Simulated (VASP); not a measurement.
# GaCo (Pm-3m) in VASP: a series of runs

GaCo is run at these levels: PBE+D3(BJ); tasks: single point, relaxation of cell and atoms.

Program: VASP 6.6.1. These are calculated values, not measurements. Logs are shortened: lines on timing, memory, paths and dates and some standing lists are left out, and cuts for length are marked.

**1. The cell of the first run**

Symmetry: Pm-3m, No. 221, cubic system. Conventional cell: a = 2.850 Å, b = 2.850 Å, c = 2.850 Å, α = 90.00°, β = 90.00°, γ = 90.00°. Ga (site symmetry m-3m) has 8 Co at 2.47 Å and 6 Ga at 2.85 Å within 3.3 Å. Co (site symmetry m-3m) has 8 Ga at 2.47 Å and 6 Co at 2.85 Å within 3.3 Å.

**2. Single point, PBE+D3(BJ), collinear spin, ferrimagnetic start**

INCAR reads:

```
SYSTEM = GaCo
PREC     = Accurate       ! precision mode
ENCUT    = 520            ! plane-wave cutoff, eV
EDIFF    = 1E-6           ! SCF threshold, eV
ISMEAR   = 0              ! smearing method
SIGMA    = 0.1            ! smearing width, eV
LREAL    = .FALSE.        ! projectors in reciprocal space
LASPH    = .TRUE.         ! aspherical terms in the spheres
NELM     = 150            ! most SCF steps
ALGO     = Normal         ! electronic algorithm
ISIF     = 2              ! what is computed and relaxed
LWAVE    = .FALSE.        ! write WAVECAR
LCHARG   = .TRUE.         ! write CHGCAR
ISPIN    = 2              ! spin polarisation
MAGMOM   = -0.01 0.18     ! initial moments
LORBIT   = 11             ! projections on sites
LMAXMIX  = 4              ! l up to which the mixer works
GGA      = PE             ! functional
IVDW     = 12             ! dispersion correction
LELF     = .TRUE.         ! ELF
LVHAR    = .TRUE.       
NBANDS   = 22             ! bands
```

KPOINTS reads:

```
regular mesh
0
G
  14 14 14
  0 0 0
```

POSCAR reads:

```
GaCo
1.0
    2.8496272049      0.0000000000      0.0000000000
    0.0000000000      2.8496272049      0.0000000000
    0.0000000000      0.0000000000      2.8496272049
Ga Co
1 1
Direct
    0.5000000000      0.5000000000      0.5000000000
    0.0000000000      0.0000000000      0.0000000000
```

Potentials or basis: VASP PAW PBE potentials, release 64 (Ga_d, Co).

The run is started by

```
> cat potpaw_PBE.64/Ga_d/POTCAR potpaw_PBE.64/Co/POTCAR > POTCAR
> mpirun -np 1 vasp_std > vasp.out
```

OUTCAR:

```text
SYSTEM = GaCo
   PREC = Accurate
   ENCUT = 520
   EDIFF = 1E-6
   ISMEAR = 0
   LREAL = .FALSE.
   LASPH = .TRUE.
   NELM = 150
   ISIF = 2
   ISPIN = 2
   LORBIT = 11
   GGA = PE
   IVDW = 12
 IVDW          = 12

 ion  position               nearest neighbor table
   1  0.500  0.500  0.500-   2 2.47   2 2.47   2 2.47   2 2.47   2 2.47   2 2.47   2 2.47   2 2.47

   2  0.000  0.000  0.000-   1 2.47   1 2.47   1 2.47   1 2.47   1 2.47   1 2.47   1 2.47   1 2.47

  LATTYP: Found a simple cubic cell.
 ALAT       =     2.8496272049

  Lattice vectors:

 A1 = (   2.8496272049,   0.0000000000,   0.0000000000)
 A2 = (   0.0000000000,   2.8496272049,   0.0000000000)
 A3 = (   0.0000000000,   0.0000000000,   2.8496272049)

Analysis of symmetry for initial positions (statically):
=====================================================================
 Subroutine PRICEL returns:
 Original cell was already a primitive cell.

 Routine SETGRP: Setting up the symmetry group for a
 simple cubic supercell.

 Subroutine GETGRP returns: Found 48 space group operations
 (whereof 48 operations were pure point group operations)
 out of a pool of 48 trial point group operations.

The static configuration has the point symmetry O_h .

Analysis of symmetry for dynamics (positions and initial velocities):
=====================================================================
 Subroutine PRICEL returns:
 Original cell was already a primitive cell.

 Routine SETGRP: Setting up the symmetry group for a
 simple cubic supercell.

 Subroutine GETGRP returns: Found 48 space group operations
 (whereof 48 operations were pure point group operations)
 out of a pool of 48 trial point group operations.

The dynamic configuration has the point symmetry O_h .

Analysis of structural, dynamic, and magnetic symmetry:
=====================================================================
 Subroutine PRICEL returns:
 Original cell was already a primitive cell.

 Routine SETGRP: Setting up the symmetry group for a
 simple cubic supercell.

 Subroutine GETGRP returns: Found 48 space group operations
 (whereof 48 operations were pure point group operations)
 out of a pool of 48 trial point group operations.

The overall configuration has the point symmetry O_h .

 Subroutine INISYM returns: Found 48 space group operations
 (whereof 48 operations are pure point group operations),
 and found     1 'primitive' translations

----------------------------------------------------------------------------------------

                                     Primitive cell

  volume of cell :      23.1400

  direct lattice vectors                    reciprocal lattice vectors
     2.849627205  0.000000000  0.000000000     0.350923096  0.000000000  0.000000000
     0.000000000  2.849627205  0.000000000     0.000000000  0.350923096  0.000000000
     0.000000000  0.000000000  2.849627205     0.000000000  0.000000000  0.350923096

  length of vectors
     2.849627205  2.849627205  2.849627205     0.350923096  0.350923096  0.350923096

  position of ions in fractional coordinates (direct lattice)
     0.500000000  0.500000000  0.500000000
     0.000000000  0.000000000  0.000000000

  ion indices of the primitive-cell ions
   primitive index   ion index
                 1           1
                 2           2

----------------------------------------------------------------------------------------

 KPOINTS: regular mesh

Automatic generation of k-mesh.
 Grid dimensions read from file:
 generate k-points for:   14   14   14

 Generating k-lattice:

  Cartesian coordinates                     Fractional coordinates (reciprocal lattice)
     0.025065935  0.000000000  0.000000000     0.071428571  0.000000000  0.000000000
     0.000000000  0.025065935  0.000000000     0.000000000  0.071428571  0.000000000
     0.000000000  0.000000000  0.025065935     0.000000000  0.000000000  0.071428571

  Length of vectors
     0.025065935  0.025065935  0.025065935

  Shift w.r.t. Gamma in fractional coordinates (k-lattice)
     0.000000000  0.000000000  0.000000000

 Subroutine IBZKPT returns following result:
 ===========================================

 Found    120 irreducible k-points:

 Following reciprocal coordinates:
            Coordinates               Weight
  0.000000  0.000000  0.000000      1.000000
  0.071429  0.000000  0.000000      6.000000
  0.142857  0.000000  0.000000      6.000000
  0.214286  0.000000  0.000000      6.000000
  0.285714  0.000000  0.000000      6.000000
  0.357143  0.000000  0.000000      6.000000
[... 16 lines left out ...]
  0.285714  0.214286  0.000000     24.000000
  0.357143  0.214286  0.000000     24.000000
 [... further k-points ...]
   k-points           NKPTS =    120   k-points in BZ     NKDIM =    120   number of bands    NBANDS=     22
   number of dos      NEDOS =    301   number of ions     NIONS =      2
   total plane-waves  NPLWV =  13824
   dimension x,y,z NGX =    24 NGY =   24 NGZ =   24
   dimension x,y,z NGXF=    48 NGYF=   48 NGZF=   48
   ions per type =               1   1
   NGX,Y,Z   is equivalent  to a cutoff of  14.00, 14.00, 14.00 a.u.
   NGXF,Y,Z  is equivalent  to a cutoff of  28.00, 28.00, 28.00 a.u.
 SYSTEM =  GaCo
   PREC   = accura    normal or accurate (medium, high low for compatibility)
   ISTART =      0    job   : 0-new  1-cont  2-samecut
   ICHARG =      2    charge: 1-file 2-atom 10-const
   ISPIN  =      2    spin polarized calculation?
   LNONCOLLINEAR =      F non collinear calculations
   LSORBIT =      F    spin-orbit coupling
   LASPH  =      T    aspherical Exc in radial PAW
   ENCUT  =  520.0 eV  38.22 Ry    6.18 a.u.   5.30  5.30  5.30*2*pi/ulx,y,z
   NELM   =    150;   NELMIN=  2; NELMDL= -5     # of ELM steps
   EDIFF  = 0.1E-05   stopping-criterion for ELM
   LREAL  =      F    real-space projection
   EDIFFG = 0.1E-04   stopping-criterion for IOM
   NSW    =      0    number of steps for IOM
   IBRION =     -1    ionic relax: 0-MD 1-quasi-New 2-CG
   NFREE  =      0    steps in history (QN), initial steepest desc. (CG)
   ISIF   =      2    stress and relaxation
   ISYM   =      2    0-nonsym 1-usesym 2-fastsym
   POTIM  = 0.5000    time-step for ionic-motion
   TEBEG  =    0.0;   TEEND  =   0.0 temperature during run
   PSTRESS=    0.0 pullay stress
   NELECT =      22.0000    total number of electrons
   NUPDOWN=      -1.0000    fix difference up-down
   EMIN   =  10.00;   EMAX   =-10.00  energy-range for DOS
   EFERMI =   0.00;   METHOD = LEGACY
   ISMEAR =     0;   SIGMA  =   0.10  broadening in eV -4-tet -1-fermi 0-gaus
   EFERMI_NEDOS =   21; number of points for ismear=-14 and -15
   IALGO  =     38    algorithm
   IMIX   =      4    mixing-type and parameters
     AMIX     =   0.40;   BMIX     =  1.00
     AMIX_MAG =   1.60;   BMIX_MAG =  1.00
  volume/ion in A,a.u.               =      11.57        78.08
  Fermi-wavevector in a.u.,A,eV,Ry     =   1.609760  3.042004 35.257128  2.591326
  Thomas-Fermi vector in A             =   2.705418
   LORBIT       =     11    0 simple, 1 ext, 2 COOP (PROOUT), +10 PAW based schemes
   GGA     = PE    functional components
   LHFCALC =     F    Hartree Fock is set to
   AEXX    =    0.0000 exact exchange contribution
   IVDW    =    12    specifies the selected vdW correction
   LEPSILON=     F    determine dielectric tensor
   LRPA    =     F    only Hartree local field effects (RPA)
 spin polarized calculation
 Gauss-broadening in eV      SIGMA  =   0.10
  energy-cutoff  :      520.00
  volume of cell :       23.14
 maximum number of plane-waves:       640
 NGX is ok and might be reduce to    24
   NGX = 11   NGY = 11   NGZ = 11

 number of electron      22.0000002 magnetization       0.0273558

 Free energy of the ion-electron system (eV)
  ---------------------------------------------------
  ext. energy  EPLUGINS =         0.00000000
  ---------------------------------------------------
  free energy    TOTEN  =       -10.46430533 eV

  energy without entropy =      -10.45775715  energy(sigma->0) =      -10.46103124

 E-fermi :  10.2272     XC(G=0): -13.3623

 val. band max:       10.2057729283   @ k =   0.4286   0.3571   0.0000
 cond. band min:      10.2342585678   @ k =   0.5000   0.2857   0.0714
 fundamental gap:      0.0284856395
 Fermi energy:        10.2271625459

 spin component 1

 k-point     1 :       0.0000    0.0000    0.0000
  band No.  band energies     occupation
      1      -5.0399      1.00000
      2      -5.0399      1.00000
      3      -4.6634      1.00000
      4      -4.6634      1.00000
      5      -4.6634      1.00000
      6      -2.1305      1.00000
[... 14 lines left out ...]
     21      36.1918      0.00000
     22      36.1918      0.00000
[... 552 lines left out ...]
  band No.  band energies     occupation
      1      -4.9325      1.00000
      2      -4.8438      1.00000
      3      -4.7541      1.00000
      4      -4.7304      1.00000
      5      -4.6975      1.00000
      6       1.0960      1.00000
[... 14 lines left out ...]
     21      32.8809      0.00000
     22      34.7279      0.00000

 [... further k-points ...]

 spin component 2

 k-point     1 :       0.0000    0.0000    0.0000
  band No.  band energies     occupation
      1      -5.0404      1.00000
      2      -5.0404      1.00000
      3      -4.6639      1.00000
      4      -4.6639      1.00000
      5      -4.6639      1.00000
      6      -2.1323      1.00000
[... 14 lines left out ...]
     21      36.1975      0.00000
     22      36.1975      0.00000
[... 552 lines left out ...]
  band No.  band energies     occupation
      1      -4.9330      1.00000
      2      -4.8443      1.00000
      3      -4.7546      1.00000
      4      -4.7309      1.00000
      5      -4.6980      1.00000
      6       1.0945      1.00000
[... 14 lines left out ...]
     21      32.8819      0.00000
     22      34.7297      0.00000

 [... further k-points ...]

------------------------ aborting loop because EDIFF is reached ----------------------------------------

 Edisp (eV)   -0.88964

 E8    (eV) :    -0.4051

  FORCE on cell =-STRESS in cart. coord.  units (eV):
  Direction    XX          YY          ZZ          XY          YZ          ZX
  --------------------------------------------------------------------------------------
  -------------------------------------------------------------------------------------
  Total       0.03491     0.03491     0.03491     0.00000     0.00000    -0.00000
  in kB       2.41704     2.41704     2.41704     0.00000     0.00000    -0.00000
  external pressure =        2.42 kB  Pullay stress =        0.00 kB

 VOLUME and BASIS-vectors are now :
 -----------------------------------------------------------------------------
  energy-cutoff  :      520.00
  volume of cell :       23.14
      direct lattice vectors                 reciprocal lattice vectors
     2.849627205  0.000000000  0.000000000     0.350923096  0.000000000  0.000000000
     0.000000000  2.849627205  0.000000000     0.000000000  0.350923096  0.000000000
     0.000000000  0.000000000  2.849627205     0.000000000  0.000000000  0.350923096

 POSITION                                       TOTAL-FORCE (eV/Angst)
 -----------------------------------------------------------------------------------
      1.42481      1.42481      1.42481         0.000000      0.000000      0.000000
      0.00000      0.00000      0.00000         0.000000      0.000000      0.000000
 -----------------------------------------------------------------------------------
    total drift:                                0.000000      0.000000     -0.000000

  FREE ENERGIE OF THE ION-ELECTRON SYSTEM (eV)
  ---------------------------------------------------
  free  energy   TOTEN  =       -11.3539452910 eV

  energy  without entropy=      -11.3473971200  energy(sigma->0) =      -11.35067121

 total charge

# of ion       s       p       d       tot
------------------------------------------
    1        0.851   0.918  10.063  11.833
    2        0.397   0.477   7.537   8.411
--------------------------------------------------
tot          1.248   1.395  17.600  20.244

 magnetization (x)

# of ion       s       p       d       tot
------------------------------------------
    1       -0.000  -0.001  -0.001  -0.001
    2        0.000  -0.001   0.030   0.029
--------------------------------------------------
tot         -0.000  -0.001   0.029   0.028
```

It took 39 s on 1 thread of Intel Xeon Platinum 8559C (Emerald Rapids), shared host; peak memory 0.23 GiB.

What came out:

```yaml
Free_energy: -11.3539 eV
Pressure: 0.2 GPa
Band_gap_on_the_k_mesh: zero (filled and empty bands overlap)
Net_moment: 0.03 μB per cell
Site_moments: Ga -0.00; Co +0.03 μB
Valence_electrons_inside_the_program's_atomic_spheres: Ga 11.83; Co 8.41
Dispersion_energy_per_atom: -0.445 eV
```

Levels at points of the mesh, in eV from the Fermi level:
Spin up:
| k point | band 7 | band 8 | band 9 | band 10 | band 11 | band 12 | band 13 | band 14 | band 15 | band 16 |
| --- | --- | --- | --- | --- | --- | --- | --- | --- | --- | --- |
| (0.00, 0.00, 0.00) | -2.70 | -2.70 | -0.80 | -0.80 | -0.80 | 5.29 | 5.29 | 5.29 | 11.21 | 11.21 |
| (0.50, 0.00, 0.00) | -7.08 | -2.47 | -1.85 | -1.85 | -0.79 | 0.07 | 10.90 | 10.90 | 11.73 | 12.87 |
| (0.50, 0.50, 0.00) | -3.26 | -3.26 | -2.59 | -1.31 | -1.31 | -0.30 | 2.37 | 3.27 | 11.82 | 15.38 |
| (0.50, 0.50, 0.50) | -4.28 | -4.28 | -0.26 | -0.26 | 0.82 | 3.88 | 3.88 | 3.88 | 4.88 | 4.88 |
Spin down:
| k point | band 8 | band 9 | band 10 | band 11 | band 12 | band 13 | band 14 | band 15 |
| --- | --- | --- | --- | --- | --- | --- | --- | --- |
| (0.00, 0.00, 0.00) | -2.66 | -0.78 | -0.78 | -0.78 | 5.28 | 5.28 | 5.28 | 11.22 |
| (0.50, 0.00, 0.00) | -2.43 | -1.84 | -1.84 | -0.78 | 0.12 | 10.90 | 10.90 | 11.73 |
| (0.50, 0.50, 0.00) | -3.26 | -2.56 | -1.29 | -1.29 | -0.25 | 2.38 | 3.29 | 11.82 |
| (0.50, 0.50, 0.50) | -4.27 | -0.21 | -0.21 | 0.82 | 3.88 | 3.88 | 3.88 | 4.89 |

Caveat: pairwise dispersion overbinds metals, which lowers pressure and volume.

**3. Relaxation of cell and atoms, PBE+D3(BJ), collinear spin, ferrimagnetic start**

This run uses another cell than the first one, of 11.97 Å³/atom, 1.034 times its volume.

INCAR reads:

```
PREC = Accurate
ENCUT = 600
EDIFF = 1E-6
ISMEAR = 0
SIGMA = 0.1
LREAL = F
LASPH = T
NELM = 150
ALGO = Normal
ISIF = 3
LWAVE = F
LCHARG = F
ISPIN = 2
MAGMOM = -0.01 0.18
LORBIT = 11
LMAXMIX = 4
GGA = PE
IVDW = 12
IBRION = 2
NSW = 70
EDIFFG = -0.005
```

KPOINTS reads:

```
Automatic mesh
0
Gamma
  14 14 14
```

POSCAR reads:

```
GaCo
1.0
    2.8817643550      0.0000000000      0.0000000000
    0.0000000000      2.8817643550      0.0000000000
    0.0000000000      0.0000000000      2.8817643550
Ga Co
1 1
Direct
    0.5000000000      0.5000000000      0.5000000000
    0.0000000000      0.0000000000      0.0000000000
```

Potentials or basis: VASP PAW PBE potentials, release 64 (Ga_d, Co).

The run is started by

```
> cat potpaw_PBE.64/Ga_d/POTCAR potpaw_PBE.64/Co/POTCAR > POTCAR
> mpirun -np 1 vasp_std > vasp.out
```

OUTCAR:

```text
PREC = Accurate
   ENCUT = 600
   EDIFF = 1E-6
   ISMEAR = 0
   LREAL = F
   LASPH = T
   NELM = 150
   ISIF = 3
   ISPIN = 2
   LORBIT = 11
   GGA = PE
   IVDW = 12
   IBRION = 2
   NSW = 70
   EDIFFG = -0.005
 IVDW          = 12

 ion  position               nearest neighbor table
   1  0.500  0.500  0.500-   2 2.50   2 2.50   2 2.50   2 2.50   2 2.50   2 2.50   2 2.50   2 2.50

   2  0.000  0.000  0.000-   1 2.50   1 2.50   1 2.50   1 2.50   1 2.50   1 2.50   1 2.50   1 2.50

  LATTYP: Found a simple cubic cell.
 ALAT       =     2.8817643550

  Lattice vectors:

 A1 = (   2.8817643550,   0.0000000000,   0.0000000000)
 A2 = (   0.0000000000,   2.8817643550,   0.0000000000)
 A3 = (   0.0000000000,   0.0000000000,   2.8817643550)
[... 1154 lines left out ...]
  ext. energy  EPLUGINS =         0.00000000
  ---------------------------------------------------
  free energy    TOTEN  =       -10.46533757 eV

  energy without entropy =      -10.45879293  energy(sigma->0) =      -10.46206525

 E-fermi :  10.2149     XC(G=0): -13.3564

 val. band max:       10.2128746550   @ k =   0.5000   0.2857   0.0000
 cond. band min:      10.2155440085   @ k =   0.4286   0.3571   0.0000
 fundamental gap:      0.0026693535
 Fermi energy:        10.2149434991

 spin component 1

 k-point     1 :       0.0000    0.0000    0.0000
  band No.  band energies     occupation
      1      -5.0526      1.00000
      2      -5.0526      1.00000
      3      -4.6772      1.00000
      4      -4.6772      1.00000
      5      -4.6772      1.00000
      6      -2.1368      1.00000
      7       7.5355      1.00000
      8       7.5355      1.00000
      9       9.4253      1.00000
     10       9.4253      1.00000
     11       9.4253      1.00000
     12      15.4946      0.00000
[... 886 lines left out ...]
  FREE ENERGIE OF THE ION-ELECTRON SYSTEM (eV)
  ---------------------------------------------------
  free  energy   TOTEN  =       -11.3540662602 eV

  energy  without entropy=      -11.3475216219  energy(sigma->0) =      -11.35079394

 reached required accuracy - stopping structural energy minimisation

 total charge

# of ion       s       p       d       tot
------------------------------------------
    1        0.851   0.917  10.063  11.831
    2        0.397   0.476   7.536   8.409
--------------------------------------------------
tot          1.248   1.393  17.600  20.240

 magnetization (x)

# of ion       s       p       d       tot
------------------------------------------
    1       -0.000  -0.000  -0.000  -0.000
    2        0.000  -0.000   0.000   0.000
--------------------------------------------------
tot         -0.000  -0.000   0.000   0.000
```

OSZICAR:

```text
N       E                     dE             d eps       ncg     rms          rms(c)
DAV:   1     0.105374059082E+03    0.10537E+03   -0.11589E+04  7560   0.279E+03
DAV:   2    -0.607346648072E+01   -0.11145E+03   -0.10898E+03  7390   0.375E+02
[... 36 lines left out ...]
DAV:   3    -0.104924319074E+02    0.22586E+00   -0.12513E+00  7548   0.166E+01    0.120E+00
DAV:   4    -0.104676631236E+02    0.24769E-01   -0.53524E-02  9426   0.370E+00    0.217E-01
DAV:   5    -0.104654016461E+02    0.22615E-02   -0.29768E-03  9822   0.991E-01    0.451E-02
DAV:   6    -0.104653343510E+02    0.67295E-04   -0.11535E-04  9296   0.176E-01    0.140E-02
DAV:   7    -0.104653372536E+02   -0.29026E-05   -0.35581E-06  9023   0.236E-02    0.269E-03
DAV:   8    -0.104653375651E+02   -0.31149E-06   -0.46598E-07  4038   0.797E-03
   3 F= -.11354066E+02 E0= -.11350794E+02  d E =-.145371E-01  mag=     0.0001
```

Wall time 89 s (1 thread of Intel Xeon Platinum 8559C (Emerald Rapids), shared host); peak memory 0.24 GiB.

What came out:

```yaml
Free_energy: -11.3541 eV
Relaxed_volume: 11.58 Å³/atom
Relaxed_cell: a = 2.851 Å, b = 2.851 Å, c = 2.851 Å, α = 90.00°, β = 90.00°, γ = 90.00°
Space_group_after_relaxing_to_0.05_Å: Pm-3m (No. 221)
Energy_gained_by_relaxing: 7.3 meV/atom
Ionic_steps: 3
Pressure_after_relaxing: 0.0 GPa
Band_gap_on_the_k_mesh: zero (filled and empty bands overlap)
Net_moment: 0.00 μB per cell
Valence_electrons_inside_the_program's_atomic_spheres: Ga 11.83; Co 8.41
Dispersion_energy_per_atom: -0.444 eV
```

Step by step:
```tsv
step	energy change (eV)	largest force (eV/Å)	pressure (GPa)	volume (Å³)
1	0.0000	0.0000	-5.82	23.93
2	-0.0009	0.0000	6.44	22.46
3	-0.0145	0.0000	0.01	23.16
```

Final structure:
```
CELL_PARAMETERS angstrom
2.85057 0.00000 0.00000
0.00000 2.85057 0.00000
0.00000 0.00000 2.85057
ATOMIC_POSITIONS crystal
Ga 0.50000 0.50000 0.50000
Co 0.00000 0.00000 0.00000
```

Caveat: pairwise dispersion overbinds metals, which lowers pressure and volume.
